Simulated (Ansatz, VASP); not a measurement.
One calculation of Lu, two programs

File INCAR:

```
PREC = Accurate
ENCUT = 520
EDIFF = 1E-7
ISMEAR = -1
SIGMA = 0.03
LREAL = F
LASPH = T
NELM = 60
ALGO = Normal
ISIF = 2
LWAVE = F
LCHARG = F
GGA = PE
NBANDS = 32
```

KPOINTS

```
Automatic mesh
0
Gamma
  13 13 8
```

File POSCAR:

```
Lu
1.0
    3.4503975829      0.0000000000      0.0000000000
   -1.7251987915      2.9881319600      0.0000000000
    0.0000000000      0.0000000000      5.4722326170
Lu
2
Direct
    0.3333333333      0.6666666667      0.2500000000
    0.6666666667      0.3333333333      0.7500000000
```

Input for Ansatz:

```yaml
crystal:
  lattice:
    - [3.4503975829, 0.0, 0.0]
    - [-1.7251987915, 2.98813196, 0.0]
    - [0.0, 0.0, 5.472232617]
  atoms:
    - { symbol: Lu, position: [0.3333333333, 0.6666666667, 0.25] }
    - { symbol: Lu, position: [0.6666666667, 0.3333333333, 0.75] }
kpoints:
  mp_grid: { grid: [13, 13, 8] }
scf:
  occupations: { method: fermi_dirac, width: 0.03 }
hamiltonian:
  xc: pbe
  pseudopotentials: { kind: all_electron, lapw: { basis_error: 0.0005 } }
output:
  forces: true
  stress: true
  eigenvalues: true
```

Change from the starting cell: volume scaled by 0.95.

Alike in both runs: task single point; functional PBE; k mesh 13 × 13 × 8; occupations fermi-dirac, width 0.03 eV; no spin polarisation.

|  | VASP | Ansatz |
| --- | --- | --- |
| version | VASP 6.6.1 | Ansatz 0.2.0 |
| potentials or method | VASP PAW PBE potentials, release 64 (Lu), cutoff 520 eV | all-electron LAPW, scalar-relativistic |

```tsv
	VASP	Ansatz	Ansatz less VASP
pressure (GPa)	1.7	1.5	-0.16
traceless stress, the component that is largest in VASP (GPa)	-0.97	-0.97	+0.005
```

Ansatz ran all-electron here, and VASP with PAW potentials.

Spin-orbit coupling is off throughout.
